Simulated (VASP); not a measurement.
Write the native input for VASP 6.6.1 that does the following.

```
Task                   : single point
Functional             : PBE
Dispersion             : D3(BJ)
Potentials or basis    : VASP PAW PBE potentials, release 64 (Rh_pv, N)
Cutoff                 : 520 eV
k mesh                 : 5 × 5 × 1
Occupations            : gaussian, width 0.1 eV
Spin                   : no spin polarisation
Dipole correction      : yes
Further INCAR settings : ALGO = Normal; EDIFF = 1e-06; NBANDS = 108
```

The structure of Rh6N lies in POSCAR:

```
Rh6N
1.0
    5.3650160441      0.0000000000      0.0000000000
    0.0000000000      5.3650160441      0.0000000000
    0.0000000000      0.0000000000     22.4874012803
Rh N
12 2
Direct
    0.2500000000      0.2500000000      0.1778773790
    0.2500000000      0.7500000000      0.1778773790
    0.7500000000      0.2500000000      0.1778773790
    0.7500000000      0.7500000000      0.1778773790
    0.0000000000      0.0000000000      0.2598726471
    0.0000000000      0.5000000000      0.2598726471
    0.5000000000      0.0000000000      0.2598726471
    0.5000000000      0.5000000000      0.2598726471
    0.2500000000      0.2500000000      0.3418536977
    0.2500000000      0.7500000000      0.3418536977
    0.7500000000      0.2500000000      0.3418536977
    0.7500000000      0.7500000000      0.3418536977
    0.5000000000      0.5000000000      0.4797086665
    0.5000000000      0.5000000000      0.5286249457
```

These files were run (other wordings do the same):

INCAR

```
SYSTEM = Rh6N
PREC = Accurate
ENCUT = 520
EDIFF = 1E-6
ISMEAR = 0
SIGMA = 0.1
LREAL = .FALSE.
LASPH = .TRUE.
NELM = 60
ALGO = Normal
ISIF = 2
LWAVE = .FALSE.
LCHARG = .TRUE.
LDIPOL = .TRUE.
IDIPOL = 3
DIPOL = 0.5 0.5 0.295
GGA = PE
IVDW = 12
LELF = .TRUE.
LVHAR = .TRUE.
LVACPOTAV = .TRUE.
NBANDS = 108
```

KPOINTS

```
Automatic mesh
0
G
  5 5 1
  0 0 0
```

Potentials or basis: VASP PAW PBE potentials, release 64 (Rh_pv, N).

Launch:

```bash
$ cat potpaw_PBE.64/Rh_pv/POTCAR potpaw_PBE.64/N/POTCAR > POTCAR
$ mpirun -np 1 vasp_std > vasp.out
```

It gave:

* Largest force: 2.215 eV/Å
* Band gap on the k mesh: zero (bands 95 and 96 overlap by 0.70 eV)
* Dispersion energy per atom: -0.355 eV

Caveat: the standard files for N, O and F lose accuracy on very short bonds.

Run time: 25 min on 1 thread of Oxide Virtual Turin-like Processor (shared host), peak memory 0.67 GiB.
